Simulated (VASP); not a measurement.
Te:

```
Te
1.0
     4.60135    0.00000    0.00000
    -2.30068    3.98489    0.00000
     0.00000    0.00000    5.90006
Te
3
Cartesian
  1.1812 0.0000 1.9667
  -0.5906 1.0229 3.9334
  1.7101 2.9620 0.0000
```

- Program: VASP 6.6.1
- Task: relaxation of cell and atoms
- Functional: PBE
- Potentials or basis: VASP PAW PBE potentials, release 64 (Te)
- Cutoff: 600 eV
- k mesh: 9 × 9 × 6
- Occupations: gaussian, width 0.02 eV
- Spin: no spin polarisation

At the start: pressure 0.6 GPa; volume 36.06 Å³/atom.

Q: How do energy, volume and symmetry change on relaxing?

A: Over 11 steps the energy falls by 5.0 meV/atom and the volume is 35.03 Å³/atom (-2.8 %); space group P3_121 (No. 152, to 0.1 Å) before and after.

The path:
```tsv
step	energy change (eV)	largest force (eV/Å)	pressure (GPa)	volume (Å³)
1	0.0000	0.2187	0.56	108.18
2	-0.0040	0.0277	-0.57	110.16
3	-0.0050	0.0848	-0.23	109.53
4	-0.0070	0.0759	-0.20	109.04
5	-0.0116	0.0508	-0.09	107.57
6	-0.0142	0.0080	0.24	104.66
7	-0.0144	0.0170	0.21	105.33
8	-0.0134	0.0711	-0.42	105.80
9	-0.0148	0.0136	-0.04	105.49
10	-0.0151	0.0087	-0.03	105.31
11	-0.0151	0.0033	-0.01	105.10
```

Final structure:
```
CELL_PARAMETERS angstrom
4.51377 0.00000 0.00000
-2.25689 3.90904 0.00000
0.00000 0.00000 5.95658
ATOMIC_POSITIONS crystal
Te 0.26911 0.00000 0.33333
Te 0.00000 0.26911 0.66667
Te 0.73089 0.73089 0.00000
```
